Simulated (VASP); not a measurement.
Here is a VASP 6.6.1 calculation.

INCAR

```
PREC     = Accurate       # precision mode
ENCUT    = 500            # plane-wave cutoff, eV
EDIFF    = 1E-6           # SCF threshold, eV
ISMEAR   = 0              # smearing method
SIGMA    = 0.15           # smearing width, eV
LREAL    = F              # projectors in reciprocal space
LASPH    = T              # aspherical terms in the spheres
NELM     = 200            # most SCF steps
ALGO     = Normal         # electronic algorithm
ISIF     = 2              # what is computed and relaxed
LWAVE    = F              # write WAVECAR
LCHARG   = F              # write CHGCAR
ISPIN    = 2              # spin polarisation
MAGMOM   = 1 1 0 0 0      # initial moments
LORBIT   = 11             # projections on sites
LMAXMIX  = 4              # l up to which the mixer works
GGA      = PE             # functional
NBANDS   = 33             # bands
GGA_COMPAT= F
```

Contents of KPOINTS:

```
Automatic mesh
0
Gamma
  4 4 4
```

File POSCAR:

```
Ti2Te2S
1.0
    1.8175700793      1.0493745745      9.9557130181
   -1.8175700793      1.0493745745      9.9557130181
    0.0000000000     -2.0987491491      9.9557130181
Ti Te S
2 2 1
Direct
    0.3752444437      0.3752444437      0.3752444437
    0.6247555563      0.6247555563      0.6247555563
    0.7712117041      0.7712117041      0.7712117041
    0.2287882959      0.2287882959      0.2287882959
    0.0000000000      0.0000000000      0.0000000000
```

Potentials or basis: VASP PAW PBE potentials, release 64 (Ti_sv, Te, S).

The run is started by

```bash
$ cat potpaw_PBE.64/Ti_sv/POTCAR potpaw_PBE.64/Te/POTCAR potpaw_PBE.64/S/POTCAR > POTCAR
$ mpirun -np 1 vasp_std > vasp.out
```

Task: What does it give for the band gap on the k mesh?

Result: 0.10 eV, indirect (the least direct gap lies 2.5 meV higher).

Task: Estimate the largest force.

Result: 0.018 eV/Å.

Task: Predict the net moment.

Result: 0.00 μB per cell.

Forces on the atoms (eV/Å):
```
Ti   0.000  0.000  0.007
Ti   0.000  0.000 -0.007
Te   0.000  0.000 -0.018
Te   0.000  0.000  0.018
S    0.000  0.000  0.000
```

Caveat: the k points lie up to 0.50 Å⁻¹ apart; spin-orbit coupling is left out, which moves the levels of the heavy elements. A k mesh can miss the band edges.
